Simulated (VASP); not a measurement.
# Be3Au2 (P-3m1) in VASP: further runs

The runs below take Be3Au2 through single point, relaxation of cell and atoms, with PBE.

Everything below comes from runs of VASP 6.6.1. Logs are shortened: lines on timing, memory, paths and dates and some standing lists are left out, and cuts for length are marked.

### 1 The cell of the first run

It takes space group P-3m1 (No. 164, trigonal). The conventional cell has a = 3.278 Å, b = 3.278 Å, c = 7.557 Å, α = 90.00°, β = 90.00°, γ = 120.00°. Be (site symmetry 3m) has 6 Be at 2.18 to 2.87 Å and 3 Au at 2.32 Å within 2.9 Å. Be (site symmetry -3m) has 6 Be at 2.18 Å and 2 Au at 2.43 Å within 2.9 Å. Within 3.1 Å of Au (site symmetry 3m) lie 4 Be at 2.32 to 2.43 Å and 1 Au at 2.71 Å.

### 2 Single point, PBE

INCAR reads:

```
PREC     = Accurate       # precision mode
ENCUT    = 520            # plane-wave cutoff, eV
EDIFF    = 1E-6           # SCF threshold, eV
ISMEAR   = 0              # smearing method
SIGMA    = 0.1            # smearing width, eV
LREAL    = False          # projectors in reciprocal space
LASPH    = True           # aspherical terms in the spheres
NELM     = 100            # most SCF steps
ALGO     = Normal         # electronic algorithm
ISIF     = 2              # what is computed and relaxed
LWAVE    = False          # write WAVECAR
LCHARG   = True           # write CHGCAR
GGA      = PE             # functional
LELF     = True           # ELF
LVHAR    = True         
NBANDS   = 22             # bands
```

KPOINTS reads:

```
Automatic mesh
0
Gamma
  6 6 4
```

POSCAR reads:

```
Be3Au2
1.0
    3.2784046865      0.0000000000      0.0000000000
   -1.6392023432      2.8391817424      0.0000000000
    0.0000000000      0.0000000000      7.5571069350
Be Au
3 2
Direct
    0.3333333333      0.6666666667      0.8575637800
    0.6666666667      0.3333333333      0.1424362200
    0.0000000000      0.0000000000      0.0000000000
    0.0000000000      0.0000000000      0.3209657838
    0.0000000000      0.0000000000      0.6790342162
```

Potentials or basis: VASP PAW PBE potentials, release 64 (Be, Au).

The run is started by

```console
cat potpaw_PBE.64/Be/POTCAR potpaw_PBE.64/Au/POTCAR > POTCAR
mpirun -np 1 vasp_std > vasp.out
```

OUTCAR:

```text
PREC = Accurate
   ENCUT = 520
   EDIFF = 1E-6
   ISMEAR = 0
   LREAL = False
   LASPH = True
   NELM = 100
   ISIF = 2
   GGA = PE

 ion  position               nearest neighbor table
   1  0.333  0.667  0.858-   3 2.18   3 2.18   3 2.18   5 2.32   5 2.32   5 2.32
   2  0.667  0.333  0.142-   3 2.18   3 2.18   3 2.18   4 2.32   4 2.32   4 2.32
   3  0.000  0.000  0.000-   1 2.18   2 2.18   1 2.18   2 2.18   2 2.18   1 2.18   4 2.43   5 2.43

   4  0.000  0.000  0.321-   2 2.32   2 2.32   2 2.32   3 2.43   5 2.71
   5  0.000  0.000  0.679-   1 2.32   1 2.32   1 2.32   3 2.43   4 2.71

  LATTYP: Found a hexagonal cell.
 ALAT       =     3.2784046865
 C/A-ratio  =     2.3051171706

  Lattice vectors:

 A1 = (   3.2784046865,   0.0000000000,   0.0000000000)
 A2 = (  -1.6392023432,   2.8391817424,   0.0000000000)
 A3 = (   0.0000000000,   0.0000000000,   7.5571069350)

Analysis of symmetry for initial positions (statically):
=====================================================================
 Subroutine PRICEL returns:
 Original cell was already a primitive cell.

 Routine SETGRP: Setting up the symmetry group for a
 hexagonal supercell.

 Subroutine GETGRP returns: Found 12 space group operations
 (whereof 12 operations were pure point group operations)
 out of a pool of 24 trial point group operations.

The static configuration has the point symmetry D_3d.

Analysis of symmetry for dynamics (positions and initial velocities):
=====================================================================
 Subroutine PRICEL returns:
 Original cell was already a primitive cell.

 Routine SETGRP: Setting up the symmetry group for a
 hexagonal supercell.

 Subroutine GETGRP returns: Found 12 space group operations
 (whereof 12 operations were pure point group operations)
 out of a pool of 24 trial point group operations.

The dynamic configuration has the point symmetry D_3d.

 Subroutine INISYM returns: Found 12 space group operations
 (whereof 12 operations are pure point group operations),
 and found     1 'primitive' translations

----------------------------------------------------------------------------------------

                                     Primitive cell

  volume of cell :      70.3415

  direct lattice vectors                    reciprocal lattice vectors
     3.278404687  0.000000000  0.000000000     0.305026406  0.176107078  0.000000000
    -1.639202343  2.839181742  0.000000000     0.000000000  0.352214156  0.000000000
     0.000000000  0.000000000  7.557106935     0.000000000  0.000000000  0.132325771

  length of vectors
     3.278404687  3.278404686  7.557106935     0.352214156  0.352214156  0.132325771

  position of ions in fractional coordinates (direct lattice)
     0.333333333  0.666666667  0.857563780
     0.666666667  0.333333333  0.142436220
     0.000000000  0.000000000  0.000000000
     0.000000000  0.000000000  0.320965784
     0.000000000  0.000000000  0.679034216

  ion indices of the primitive-cell ions
   primitive index   ion index
                 1           1
                 2           2
                 3           3
                 4           4
                 5           5

----------------------------------------------------------------------------------------

 KPOINTS: Automatic mesh

Automatic generation of k-mesh.
 Grid dimensions read from file:
 generate k-points for:    6    6    4

 Generating k-lattice:

  Cartesian coordinates                     Fractional coordinates (reciprocal lattice)
     0.050837734  0.029351180  0.000000000     0.166666667  0.000000000  0.000000000
     0.000000000  0.058702359  0.000000000     0.000000000  0.166666667  0.000000000
     0.000000000  0.000000000  0.033081443     0.000000000  0.000000000  0.250000000

  Length of vectors
     0.058702359  0.058702359  0.033081443

  Shift w.r.t. Gamma in fractional coordinates (k-lattice)
     0.000000000  0.000000000  0.000000000

 Subroutine IBZKPT returns following result:
 ===========================================

 Found     24 irreducible k-points:

 Following reciprocal coordinates:
            Coordinates               Weight
  0.000000  0.000000  0.000000      1.000000
  0.166667 -0.000000  0.000000      6.000000
  0.333333 -0.000000  0.000000      6.000000
  0.500000  0.000000  0.000000      3.000000
  0.166667  0.166667  0.000000      6.000000
  0.333333  0.166667  0.000000     12.000000
[... 16 lines left out ...]
  0.333333  0.166667  0.500000     12.000000
  0.333333  0.333333  0.500000      2.000000
   k-points           NKPTS =     24   k-points in BZ     NKDIM =     24   number of bands    NBANDS=     22
   number of dos      NEDOS =    301   number of ions     NIONS =      5
   total plane-waves  NPLWV =  32256
   dimension x,y,z NGX =    24 NGY =   24 NGZ =   56
   dimension x,y,z NGXF=    48 NGYF=   48 NGZF=  112
   ions per type =               3   2
   NGX,Y,Z   is equivalent  to a cutoff of  12.17, 12.17, 12.32 a.u.
   NGXF,Y,Z  is equivalent  to a cutoff of  24.34, 24.34, 24.64 a.u.
 SYSTEM =  unknown system
   PREC   = accura    normal or accurate (medium, high low for compatibility)
   ISTART =      0    job   : 0-new  1-cont  2-samecut
   ICHARG =      2    charge: 1-file 2-atom 10-const
   ISPIN  =      1    spin polarized calculation?
   LNONCOLLINEAR =      F non collinear calculations
   LSORBIT =      F    spin-orbit coupling
   LASPH  =      T    aspherical Exc in radial PAW
   ENCUT  =  520.0 eV  38.22 Ry    6.18 a.u.   6.10  6.10 14.05*2*pi/ulx,y,z
   NELM   =    100;   NELMIN=  2; NELMDL= -5     # of ELM steps
   EDIFF  = 0.1E-05   stopping-criterion for ELM
   LREAL  =      F    real-space projection
   EDIFFG = 0.1E-04   stopping-criterion for IOM
   NSW    =      0    number of steps for IOM
   IBRION =     -1    ionic relax: 0-MD 1-quasi-New 2-CG
   NFREE  =      0    steps in history (QN), initial steepest desc. (CG)
   ISIF   =      2    stress and relaxation
   ISYM   =      2    0-nonsym 1-usesym 2-fastsym
   POTIM  = 0.5000    time-step for ionic-motion
   TEBEG  =    0.0;   TEEND  =   0.0 temperature during run
   PSTRESS=    0.0 pullay stress
   NELECT =      28.0000    total number of electrons
   NUPDOWN=      -1.0000    fix difference up-down
   EMIN   =  10.00;   EMAX   =-10.00  energy-range for DOS
   EFERMI =   0.00;   METHOD = LEGACY
   ISMEAR =     0;   SIGMA  =   0.10  broadening in eV -4-tet -1-fermi 0-gaus
   EFERMI_NEDOS =   21; number of points for ismear=-14 and -15
   IALGO  =     38    algorithm
   IMIX   =      4    mixing-type and parameters
     AMIX     =   0.40;   BMIX     =  1.00
     AMIX_MAG =   1.60;   BMIX_MAG =  1.00
  volume/ion in A,a.u.               =      14.07        94.94
  Fermi-wavevector in a.u.,A,eV,Ry     =   1.204270  2.275740 19.732058  1.450265
  Thomas-Fermi vector in A             =   2.339999
   LORBIT       =      0    0 simple, 1 ext, 2 COOP (PROOUT), +10 PAW based schemes
   GGA     = PE    functional components
   LHFCALC =     F    Hartree Fock is set to
   AEXX    =    0.0000 exact exchange contribution
   IVDW    =     0    specifies the selected vdW correction
   LEPSILON=     F    determine dielectric tensor
   LRPA    =     F    only Hartree local field effects (RPA)
 non-spin polarized calculation
 Gauss-broadening in eV      SIGMA  =   0.10
  energy-cutoff  :      520.00
  volume of cell :       70.34
 maximum number of plane-waves:      1926
   NGX = 13   NGY = 13   NGZ = 29

 number of electron      28.0000003 magnetization

 Free energy of the ion-electron system (eV)
  ---------------------------------------------------
  ext. energy  EPLUGINS =         0.00000000
  ---------------------------------------------------
  free energy    TOTEN  =       -16.51852335 eV

  energy without entropy =      -16.50177514  energy(sigma->0) =      -16.51014925

 E-fermi :   6.2930     XC(G=0): -10.7971

 val. band max:        6.1962580181   @ k =  -0.1667   0.5000   0.2500
 cond. band min:       6.3030120716   @ k =   0.1667   0.1667   0.2500
 fundamental gap:      0.1067540535
 Fermi energy:         6.2929994317

 k-point     1 :       0.0000    0.0000    0.0000
  band No.  band energies     occupation
      1      -3.0970      2.00000
      2      -1.1796      2.00000
      3      -0.4065      2.00000
      4       1.1860      2.00000
      5       1.2645      2.00000
      6       1.3445      2.00000
[... 14 lines left out ...]
     21      16.4890      0.00000
     22      16.4890      0.00000

 k-point     2 :       0.1667   -0.0000    0.0000
  band No.  band energies     occupation
      1      -2.6659      2.00000
      2      -0.6961      2.00000
      3      -0.0324      2.00000
      4       0.7419      2.00000
      5       1.2210      2.00000
      6       1.3004      2.00000
[... 14 lines left out ...]
     21      15.2546      0.00000
     22      16.5871      0.00000

 k-point     3 :       0.3333   -0.0000    0.0000
  band No.  band energies     occupation
      1      -1.6017      2.00000
      2       0.0220      2.00000
      3       0.1951      2.00000
      4       0.3461      2.00000
      5       1.0766      2.00000
      6       1.2454      2.00000
[... 14 lines left out ...]
     21      14.0533      0.00000
     22      15.7117      0.00000
[... 476 lines left out ...]
 k-point    23 :       0.3333    0.1667    0.5000
  band No.  band energies     occupation
      1      -0.3294      2.00000
      2      -0.1781      2.00000
      3       0.2409      2.00000
      4       0.4809      2.00000
      5       0.7560      2.00000
      6       1.0949      2.00000
[... 14 lines left out ...]
     21      14.1841      0.00000
     22      15.5721      0.00000

 k-point    24 :       0.3333    0.3333    0.5000
  band No.  band energies     occupation
      1       0.0075      2.00000
      2       0.4272      2.00000
      3       0.4272      2.00000
      4       0.5801      2.00000
      5       0.5801      2.00000
      6       1.1523      2.00000
[... 14 lines left out ...]
     21      13.9055      0.00000
     22      13.9055      0.00000

------------------------ aborting loop because EDIFF is reached ----------------------------------------

  FORCE on cell =-STRESS in cart. coord.  units (eV):
  Direction    XX          YY          ZZ          XY          YZ          ZX
  --------------------------------------------------------------------------------------
  -------------------------------------------------------------------------------------
  Total       -0.0196261     -0.0196261     -0.0363410     -0.0000000      0.0000000      0.0000000
  in kB       -0.4470272     -0.4470272     -0.8277444     -0.0000000      0.0000000      0.0000000
  external PRESSURE =      -0.5739329 kB  Pullay stress =       0.0000000 kB

 VOLUME and BASIS-vectors are now :
 -----------------------------------------------------------------------------
  energy-cutoff  :      520.00
  volume of cell :       70.34
      direct lattice vectors                 reciprocal lattice vectors
     3.278404687  0.000000000  0.000000000     0.305026406  0.176107078  0.000000000
    -1.639202343  2.839181742  0.000000000     0.000000000  0.352214156  0.000000000
     0.000000000  0.000000000  7.557106935     0.000000000  0.000000000  0.132325771

 POSITION                                       TOTAL-FORCE (eV/Angst)
 -----------------------------------------------------------------------------------
     -0.00000      1.89279      6.48070         0.000000      0.000000      0.000743
      1.63920      0.94639      1.07641         0.000000      0.000000     -0.000743
      0.00000      0.00000      0.00000         0.000000      0.000000      0.000000
      0.00000      0.00000      2.42557         0.000000      0.000000      0.002529
      0.00000      0.00000      5.13153        -0.000000     -0.000000     -0.002529
 -----------------------------------------------------------------------------------
    total drift:                               -0.000000      0.000000      0.000000

  FREE ENERGIE OF THE ION-ELECTRON SYSTEM (eV)
  ---------------------------------------------------
  free  energy   TOTEN  =       -16.5185233516 eV

  energy  without entropy=      -16.5017751392  energy(sigma->0) =      -16.51014925
```

Run time: 42 s. Hardware: 1 thread of Intel Xeon 8259CL, shared host; peak memory 0.19 GiB.

What came out:

```
Free energy            : -16.5185 eV
Pressure               : -0.1 GPa
Band gap on the k mesh : zero (band 14 reaches 7.99 eV, above the bottom of band 15 at 5.98 eV)
```

Forces on the atoms (eV/Å):
```
Be   0.000  0.000  0.001
Be   0.000  0.000 -0.001
Be   0.000  0.000  0.000
Au   0.000  0.000  0.003
Au   0.000  0.000 -0.003
```

Caveat: the k points lie up to 0.37 Å⁻¹ apart; spin-orbit coupling is left out, which moves the levels of the heavy elements.

### 3 Relaxation of cell and atoms, PBE

This run uses another cell than the first one, of 13.28 Å³/atom, 0.944 times its volume.

INCAR reads:

```
ALGO = Fast ; EDIFF = 1E-7
EDIFFG = -0.04 ; ENCUT = 600
GGA = PE ; IBRION = 2
ISIF = 3 ; ISMEAR = 0
LASPH = True ; LCHARG = False
LREAL = False ; LWAVE = False
NELM = 100 ; NSW = 90
PREC = Accurate ; SIGMA = 0.1
```

KPOINTS reads:

```
k-points
0
Gamma
  6 6 4
```

POSCAR reads:

```
Be3Au2
1.0
    3.4043879600      0.0000000000      0.0000000000
   -1.7021939800      2.9482864600      0.0000000000
    0.0000000000      0.0000000000      6.6166091000
Be Au
3 2
Direct
    0.3333333300      0.6666666700      0.8914313600
    0.6666666700      0.3333333300      0.1085686400
    0.0000000000      0.0000000000      0.0000000000
    0.0000000000      0.0000000000      0.3435268700
    0.0000000000      0.0000000000      0.6564731300
```

Potentials or basis: VASP PAW PBE potentials, release 64 (Be, Au).

The run is started by

```console
cat potpaw_PBE.64/Be/POTCAR potpaw_PBE.64/Au/POTCAR > POTCAR
mpirun -np 1 vasp_std > vasp.out
```

It took 25 min on 1 thread of Intel Xeon 8259CL, shared host; peak memory 0.23 GiB.

The run converged. Its results:

```yaml
Free_energy: -16.5157 eV
Relaxed_volume: 14.00 Å³/atom
Relaxed_cell: a = 3.267 Å, b = 3.267 Å, c = 7.572 Å, α = 90.00°, β = 90.00°, γ = 120.00°
Space_group_after_relaxing_to_0.05_Å: P-3m1 (No. 164)
Energy_gained_by_relaxing: 698.3 meV/atom
Ionic_steps: 20
Pressure_after_relaxing: 0.2 GPa
Largest_force_after_relaxing: 0.019 eV/Å
Band_gap_on_the_k_mesh: zero (band 14 reaches 7.95 eV, above the bottom of band 15 at 6.06 eV)
```

Forces in eV/Å, atoms in the order of the input:
```
Be   0.000  0.000 -0.019
Be   0.000  0.000  0.019
Be   0.000  0.000  0.000
Au   0.000  0.000 -0.008
Au   0.000  0.000  0.008
```

Stress tensor (GPa, compression positive):
```
 0.35  0.00  0.00
 0.00  0.35  0.00
 0.00  0.00 -0.11
```

Step by step:
```csv
step,energy change (eV),largest force (eV/Å),pressure (GPa),volume (Å³)
1,0.0000,15.9986,29.94,66.41
2,1.5660,4.2229,13.76,90.73
3,-1.8332,3.1944,9.57,89.53
4,-1.9135,3.0729,8.98,88.64
5,-2.7061,2.2413,4.54,77.43
6,-3.0804,1.8015,4.87,71.90
7,-3.0443,0.5254,8.12,69.15
8,-3.0969,1.6195,5.52,71.12
9,-3.1023,1.4371,5.97,70.65
10,-3.3131,0.5192,-3.42,75.52
11,-3.3190,0.5054,-2.23,74.75
12,-3.3666,0.4483,-1.41,73.38
13,-3.4321,0.3233,1.91,69.31
14,-3.4628,0.3100,-0.20,70.31
15,-3.4694,0.2360,-2.00,71.31
16,-3.4705,0.2646,-1.48,71.01
17,-3.4860,0.1135,-0.81,70.53
18,-3.4889,0.0727,-0.02,70.09
19,-3.4892,0.0433,-0.25,70.21
20,-3.4913,0.0185,0.20,70.00
```

Final structure:
```
CELL_PARAMETERS angstrom
3.26719 0.00000 0.00000
-1.63360 2.82947 0.00000
0.00000 0.00000 7.57240
ATOMIC_POSITIONS crystal
Be 0.33333 0.66667 0.85822
Be 0.66667 0.33333 0.14178
Be 0.00000 0.00000 0.00000
Au 0.00000 0.00000 0.32126
Au 0.00000 0.00000 0.67874
```

Levels at points of the mesh, in eV from the Fermi level:
```csv
k point,band 12,band 13,band 14,band 15,band 16,band 17
"(0.00, 0.00, 0.00)",-3.82,-3.82,1.62,4.07,4.44,4.44
"(0.50, 0.00, 0.00)",-3.17,-1.60,-0.49,-0.28,0.14,1.32
"(0.00, 0.00, 0.50)",-3.88,-2.39,-1.30,4.64,4.64,5.90
"(0.50, 0.00, 0.50)",-2.43,-1.85,-1.72,0.87,1.00,1.68
```

Caveat: spin-orbit coupling is left out, which moves the levels of the heavy elements.
